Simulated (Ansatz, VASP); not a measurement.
# Two plane-wave programs on TiAl

POSCAR

```
TiAl
1.0
    3.1577273571      0.0000000000      0.0000000000
    0.0000000000      3.1577273571      0.0000000000
    0.0000000000      0.0000000000      3.1577273571
Ti Al
1 1
Direct
    0.0000000000      0.0000000000      0.0000000000
    0.5000000000      0.5000000000      0.5000000000
```

File INCAR.step1:

```
SYSTEM = TiAl
ALGO = Normal
EDIFF = 1E-4
ENCUT = 520
GGA = PE
ISMEAR = -1
LASPH = .True.
LCHARG = .False.
LREAL = .False.
LWAVE = .True.
NBANDS = 14
NELM = 100
PREC = Accurate
SIGMA = 0.05
```

The input INCAR.step2:

```
SYSTEM = TiAl
ALGO = Normal
EDIFF = 1E-6
ENCUT = 520
ISIF = 2
ISMEAR = -1
ISTART = 1
LASPH = .True.
LCHARG = .False.
LMIXTAU = .True.
LREAL = .False.
LWAVE = .False.
METAGGA = R2SCAN
NBANDS = 14
NELM = 100
PREC = Accurate
SIGMA = 0.05
```

The input KPOINTS:

```
k-points
0
Gamma
  8 8 8
  0 0 0
```

input.yaml

```yaml
crystal:
  lattice:
    - [3.1577273571, 0.0, 0.0]
    - [0.0, 3.1577273571, 0.0]
    - [0.0, 0.0, 3.1577273571]
  atoms:
    - { symbol: Ti, position: [0.0, 0.0, 0.0] }
    - { symbol: Al, position: [0.5, 0.5, 0.5] }
hamiltonian:
  xc: r2scan
  pseudopotentials: { kind: paw }
kpoints:
  mp_grid: { grid: [8, 8, 8] }
scf:
  occupations: { method: fermi_dirac, width: 0.05 }
output:
  forces: true
  stress: true
  eigenvalues: true
```

Alike in both runs: task single point; functional r2SCAN; k mesh 8 × 8 × 8; occupations fermi-dirac, width 0.05 eV; no spin polarisation.

|  | VASP | Ansatz |
| --- | --- | --- |
| version | VASP 6.6.1 | Ansatz 0.2.0 |
| potentials or method | VASP PAW PBE potentials, release 64 (Ti_sv, Al) | Ansatz PAW |
| plane-wave cutoff (eV) | 520 | 500 |
| valence electrons in the cell | 15 | 15 |

|  | VASP | Ansatz | Ansatz less VASP |
| --- | --- | --- | --- |
| gap on the k mesh at the Fermi level (eV) | none | none | - |
| pressure (GPa) | 1.8 | 1.8 | -0.06 |

VASP's potentials were made for PBE, not for r2SCAN. A gap of «none» marks a metal or a gap that the smearing closes. The functional is the same, so the differences come from potentials, cutoffs and numerics.
